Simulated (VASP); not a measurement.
# KBr (Pm-3m) in VASP: notebook, part 2 of 3

VASP 6.6.1. Earlier steps stand in the parts before.

## Step 5: Single point, PBE

This run uses another cell than the first one, of 33.06 Å³/atom, 1.087 times its volume.

Contents of INCAR:

```
SYSTEM = KBr
ALGO = Normal
EDIFF = 1E-6
ENCUT = 520
GGA = PE
ISIF = 2
ISMEAR = -1
LASPH = .TRUE.
LCHARG = .FALSE.
LREAL = .FALSE.
LWAVE = .FALSE.
NBANDS = 15
NELM = 100
PREC = Accurate
SIGMA = 0.02
```

Contents of KPOINTS:

```
k-points
0
G
  6 6 6
  0 0 0
```

Contents of POSCAR:

```
KBr
1.0
    4.0434990000      0.0000000000      0.0000000000
    0.0000000000      4.0434990000      0.0000000000
    0.0000000000      0.0000000000      4.0434990000
K Br
1 1
Direct
    0.0000000000      0.0000000000      0.0000000000
    0.5000000000      0.5000000000      0.5000000000
```

Potentials or basis: VASP PAW PBE potentials, release 64 (K_sv, Br).

Command:

```bash
$ cat potpaw_PBE.64/K_sv/POTCAR potpaw_PBE.64/Br/POTCAR > POTCAR
$ mpirun -np 1 vasp_std > vasp.out
```

OUTCAR:

```text
SYSTEM = KBr
   EDIFF = 1E-6
   ENCUT = 520
   GGA = PE
   ISIF = 2
   ISMEAR = -1
   LASPH = .TRUE.
   LREAL = .FALSE.
   NELM = 100
   PREC = Accurate

 ion  position               nearest neighbor table
   1  0.000  0.000  0.000-
   2  0.500  0.500  0.500-

  LATTYP: Found a simple cubic cell.
 ALAT       =     4.0434990000

  Lattice vectors:

 A1 = (   4.0434990000,   0.0000000000,   0.0000000000)
 A2 = (   0.0000000000,   4.0434990000,   0.0000000000)
 A3 = (   0.0000000000,   0.0000000000,   4.0434990000)

Analysis of symmetry for initial positions (statically):
=====================================================================
 Subroutine PRICEL returns:
 Original cell was already a primitive cell.

 Routine SETGRP: Setting up the symmetry group for a
 simple cubic supercell.

 Subroutine GETGRP returns: Found 48 space group operations
 (whereof 48 operations were pure point group operations)
 out of a pool of 48 trial point group operations.

The static configuration has the point symmetry O_h .

Analysis of symmetry for dynamics (positions and initial velocities):
=====================================================================
 Subroutine PRICEL returns:
 Original cell was already a primitive cell.

 Routine SETGRP: Setting up the symmetry group for a
 simple cubic supercell.

 Subroutine GETGRP returns: Found 48 space group operations
 (whereof 48 operations were pure point group operations)
 out of a pool of 48 trial point group operations.

The dynamic configuration has the point symmetry O_h .

 Subroutine INISYM returns: Found 48 space group operations
 (whereof 48 operations are pure point group operations),
 and found     1 'primitive' translations

----------------------------------------------------------------------------------------

                                     Primitive cell

  volume of cell :      66.1107

  direct lattice vectors                    reciprocal lattice vectors
     4.043499000  0.000000000  0.000000000     0.247310559  0.000000000  0.000000000
     0.000000000  4.043499000  0.000000000     0.000000000  0.247310559  0.000000000
     0.000000000  0.000000000  4.043499000     0.000000000  0.000000000  0.247310559

  length of vectors
     4.043499000  4.043499000  4.043499000     0.247310559  0.247310559  0.247310559

  position of ions in fractional coordinates (direct lattice)
     0.000000000  0.000000000  0.000000000
     0.500000000  0.500000000  0.500000000

  ion indices of the primitive-cell ions
   primitive index   ion index
                 1           1
                 2           2

----------------------------------------------------------------------------------------

 KPOINTS: k-points

Automatic generation of k-mesh.
 Grid dimensions read from file:
 generate k-points for:    6    6    6

 Generating k-lattice:

  Cartesian coordinates                     Fractional coordinates (reciprocal lattice)
     0.041218427  0.000000000  0.000000000     0.166666667  0.000000000  0.000000000
     0.000000000  0.041218427  0.000000000     0.000000000  0.166666667  0.000000000
     0.000000000  0.000000000  0.041218427     0.000000000  0.000000000  0.166666667

  Length of vectors
     0.041218427  0.041218427  0.041218427

  Shift w.r.t. Gamma in fractional coordinates (k-lattice)
     0.000000000  0.000000000  0.000000000

 Subroutine IBZKPT returns following result:
 ===========================================

 Found     20 irreducible k-points:

 Following reciprocal coordinates:
            Coordinates               Weight
  0.000000  0.000000  0.000000      1.000000
  0.166667  0.000000  0.000000      6.000000
  0.333333  0.000000  0.000000      6.000000
  0.500000  0.000000  0.000000      3.000000
  0.166667  0.166667  0.000000     12.000000
  0.333333  0.166667  0.000000     24.000000
[... 12 lines left out ...]
  0.500000  0.500000  0.333333      6.000000
  0.500000  0.500000  0.500000      1.000000
   k-points           NKPTS =     20   k-points in BZ     NKDIM =     20   number of bands    NBANDS=     15
   number of dos      NEDOS =    301   number of ions     NIONS =      2
   total plane-waves  NPLWV =  27000
   dimension x,y,z NGX =    30 NGY =   30 NGZ =   30
   dimension x,y,z NGXF=    60 NGYF=   60 NGZF=   60
   ions per type =               1   1
   NGX,Y,Z   is equivalent  to a cutoff of  12.33, 12.33, 12.33 a.u.
   NGXF,Y,Z  is equivalent  to a cutoff of  24.67, 24.67, 24.67 a.u.
 SYSTEM =  KBr
   PREC   = accura    normal or accurate (medium, high low for compatibility)
   ISTART =      0    job   : 0-new  1-cont  2-samecut
   ICHARG =      2    charge: 1-file 2-atom 10-const
   ISPIN  =      1    spin polarized calculation?
   LNONCOLLINEAR =      F non collinear calculations
   LSORBIT =      F    spin-orbit coupling
   LASPH  =      T    aspherical Exc in radial PAW
   ENCUT  =  520.0 eV  38.22 Ry    6.18 a.u.   7.52  7.52  7.52*2*pi/ulx,y,z
   NELM   =    100;   NELMIN=  2; NELMDL= -5     # of ELM steps
   EDIFF  = 0.1E-05   stopping-criterion for ELM
   LREAL  =      F    real-space projection
   EDIFFG = 0.1E-04   stopping-criterion for IOM
   NSW    =      0    number of steps for IOM
   IBRION =     -1    ionic relax: 0-MD 1-quasi-New 2-CG
   NFREE  =      0    steps in history (QN), initial steepest desc. (CG)
   ISIF   =      2    stress and relaxation
   ISYM   =      2    0-nonsym 1-usesym 2-fastsym
   POTIM  = 0.5000    time-step for ionic-motion
   TEBEG  =    0.0;   TEEND  =   0.0 temperature during run
   PSTRESS=    0.0 pullay stress
   NELECT =      16.0000    total number of electrons
   NUPDOWN=      -1.0000    fix difference up-down
   EMIN   =  10.00;   EMAX   =-10.00  energy-range for DOS
   EFERMI =   0.00;   METHOD = LEGACY
   ISMEAR =    -1;   SIGMA  =   0.02  broadening in eV -4-tet -1-fermi 0-gaus
   EFERMI_NEDOS =   21; number of points for ismear=-14 and -15
   IALGO  =     38    algorithm
   IMIX   =      4    mixing-type and parameters
     AMIX     =   0.40;   BMIX     =  1.00
     AMIX_MAG =   1.60;   BMIX_MAG =  1.00
  volume/ion in A,a.u.               =      33.06       223.07
  Fermi-wavevector in a.u.,A,eV,Ry     =   1.020213  1.927923 14.161412  1.040834
  Thomas-Fermi vector in A             =   2.153770
   LORBIT       =      0    0 simple, 1 ext, 2 COOP (PROOUT), +10 PAW based schemes
   GGA     = PE    functional components
   LHFCALC =     F    Hartree Fock is set to
   AEXX    =    0.0000 exact exchange contribution
   IVDW    =     0    specifies the selected vdW correction
   LEPSILON=     F    determine dielectric tensor
   LRPA    =     F    only Hartree local field effects (RPA)
 non-spin polarized calculation
  energy-cutoff  :      520.00
  volume of cell :       66.11
 maximum number of plane-waves:      1800
   NGX = 15   NGY = 15   NGZ = 15

 number of electron      15.9999999 magnetization

 Free energy of the ion-electron system (eV)
  ---------------------------------------------------
  ext. energy  EPLUGINS =         0.00000000
  ---------------------------------------------------
  free energy    TOTEN  =        -6.07830017 eV

  energy without entropy =       -6.07830017  energy(sigma->0) =       -6.07830017

 E-fermi :  -0.3694     XC(G=0):  -7.8247

 val. band max:       -0.7621497335   @ k =   0.5000   0.5000   0.0000
 cond. band min:       3.1015375254   @ k =   0.0000   0.0000   0.0000
 fundamental gap:      3.8636872588
 Fermi energy:        -0.3693748523

 k-point     1 :       0.0000    0.0000    0.0000
  band No.  band energies     occupation
      1     -29.4317      2.00000
      2     -13.5373      2.00000
      3     -12.8562      2.00000
      4     -12.8562      2.00000
      5     -12.8562      2.00000
      6      -1.0223      2.00000
      7      -1.0223      2.00000
      8      -1.0223      2.00000
      9       3.1015      0.00000
     10       5.0931      0.00000
     11       5.0931      0.00000
     12       8.8925      0.00000
     13       8.8925      0.00000
     14       8.8925      0.00000
[... 329 lines left out ...]
      2     -13.1725      2.00000
      3     -12.9646      2.00000
      4     -12.9646      2.00000
      5     -12.9646      2.00000
      6      -2.1770      2.00000
      7      -2.1770      2.00000
      8      -2.1770      2.00000
      9       6.6419      0.00000
     10       6.6419      0.00000
     11       6.6419      0.00000
     12       8.6221      0.00000
     13       8.6221      0.00000
     14       8.6221      0.00000
     15      10.3672      0.00000

------------------------ aborting loop because EDIFF is reached ----------------------------------------

  FORCE on cell =-STRESS in cart. coord.  units (eV):
  Direction    XX          YY          ZZ          XY          YZ          ZX
  --------------------------------------------------------------------------------------
  -------------------------------------------------------------------------------------
  Total       -0.0031706     -0.0031706     -0.0031706      0.0000000      0.0000000      0.0000000
  in kB       -0.0768395     -0.0768395     -0.0768395      0.0000000      0.0000000      0.0000000
  external PRESSURE =      -0.0768395 kB  Pullay stress =       0.0000000 kB

 VOLUME and BASIS-vectors are now :
 -----------------------------------------------------------------------------
  energy-cutoff  :      520.00
  volume of cell :       66.11
      direct lattice vectors                 reciprocal lattice vectors
     4.043499000  0.000000000  0.000000000     0.247310559  0.000000000  0.000000000
     0.000000000  4.043499000  0.000000000     0.000000000  0.247310559  0.000000000
     0.000000000  0.000000000  4.043499000     0.000000000  0.000000000  0.247310559

 POSITION                                       TOTAL-FORCE (eV/Angst)
 -----------------------------------------------------------------------------------
      0.00000      0.00000      0.00000         0.000000      0.000000      0.000000
      2.02175      2.02175      2.02175         0.000000      0.000000      0.000000
 -----------------------------------------------------------------------------------
    total drift:                                0.000000      0.000000     -0.000000

  FREE ENERGIE OF THE ION-ELECTRON SYSTEM (eV)
  ---------------------------------------------------
  free  energy   TOTEN  =        -6.0783001676 eV

  energy  without entropy=       -6.0783001675  energy(sigma->0) =       -6.07830017
```

OSZICAR:

```text
N       E                     dE             d eps       ncg     rms          rms(c)
DAV:   1     0.993473046029E+02    0.99347E+02   -0.69368E+03   600   0.941E+02
DAV:   2    -0.217818534779E+00   -0.99565E+02   -0.92540E+02   769   0.231E+02
DAV:   3    -0.607260029762E+01   -0.58548E+01   -0.58129E+01   838   0.499E+01
DAV:   4    -0.628099821934E+01   -0.20840E+00   -0.20837E+00   852   0.858E+00
DAV:   5    -0.628268573887E+01   -0.16875E-02   -0.16875E-02   873   0.874E-01    0.260E+00
DAV:   6    -0.610474379362E+01    0.17794E+00   -0.15576E-01   740   0.221E+00    0.192E+00
DAV:   7    -0.607506555328E+01    0.29678E-01   -0.90752E-02   768   0.189E+00    0.940E-01
DAV:   8    -0.607796334426E+01   -0.28978E-02   -0.13762E-02   772   0.844E-01    0.114E-01
DAV:   9    -0.607813900804E+01   -0.17566E-03   -0.44889E-04   831   0.167E-01    0.790E-02
DAV:  10    -0.607829880273E+01   -0.15979E-03   -0.20694E-04   621   0.104E-01    0.145E-02
DAV:  11    -0.607829989873E+01   -0.10960E-05   -0.87279E-06   825   0.211E-02    0.678E-03
DAV:  12    -0.607830016758E+01   -0.26885E-06   -0.27754E-06   655   0.128E-02
   1 F= -.60783002E+01 E0= -.60783002E+01  d E =-.420733E-10
```

stdout:

```text
POSCAR found type information on POSCAR K Br
 POSCAR found :  2 types and       2 ions
 scaLAPACK will be used
 LDA part: xc-table for (Slater+PW92), standard interpolation
 POSCAR, INCAR and KPOINTS ok, starting setup
 FFT: planning ... GRIDC
 FFT: planning ... GRID_SOFT
 FFT: planning ... GRID
 WAVECAR not read
 entering main loop
```

Run time: 15 s. Hardware: 1 thread of Intel Xeon Platinum 8488C (Sapphire Rapids), shared host; peak memory 0.17 GiB.

Results:

```yaml
Free_energy: -6.0783 eV
Pressure: 0.0 GPa
Band_gap_on_the_k_mesh: 3.86 eV, indirect (least direct gap 4.12 eV)
```

Levels at points of the mesh, in eV from the valence-band top:
| k point | band 6 | band 7 | band 8 | band 9 | band 10 | band 11 |
| --- | --- | --- | --- | --- | --- | --- |
| (0.00, 0.00, 0.00) | -0.26 | -0.26 | -0.26 | 3.86 | 5.86 | 5.86 |
| (0.50, 0.00, 0.00) | -1.94 | -0.23 | -0.23 | 6.48 | 7.18 | 7.65 |
| (0.50, 0.50, 0.00) | -1.38 | -1.38 | 0.00 | 5.22 | 6.50 | 8.05 |
| (0.50, 0.50, 0.50) | -1.41 | -1.41 | -1.41 | 7.40 | 7.40 | 7.40 |

[end of part 2 of 3]
